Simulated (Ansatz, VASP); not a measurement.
LiF in VASP and in Ansatz

```
CELL_PARAMETERS angstrom
3.07745 0.00000 0.00000
-1.53873 2.66515 0.00000
0.00000 0.00000 5.05748
ATOMIC_POSITIONS crystal
Li 0.33333 0.66667 0.34027
Li 0.66667 0.33333 0.84027
F 0.33333 0.66667 0.99393
F 0.66667 0.33333 0.49393
```

Alike in both runs: task single point; functional PBE; k mesh 9 × 9 × 6; occupations gaussian, width 0.05 eV; no spin polarisation.

|  | VASP | Ansatz |
| --- | --- | --- |
| version | VASP 6.6.1 | Ansatz 0.2.0 |
| potentials or method | VASP PAW PBE potentials, release 64 (Li_sv, F), cutoff 520 eV | scalar-relativistic, plane waves, PAW |
| valence electrons in the cell | 20 | 20 |

Ansatz gave:

```
gap on the k mesh at the Fermi level (eV) : 7.58
least direct gap on the mesh (eV)         : 7.58
rms of the force components (eV/Å)        : 0.390
```

Q: What did VASP give for the same quantities?

A: gap on the k mesh at the Fermi level (eV): 7.57; least direct gap on the mesh (eV): 7.57; rms of the force components (eV/Å): 0.407.

Atom by atom the forces differ by 0.017 eV/Å (rms over components).

Noted on VASP's run: the cutoff is under 1.25 times that of the potentials, so the pressure is a little rough.
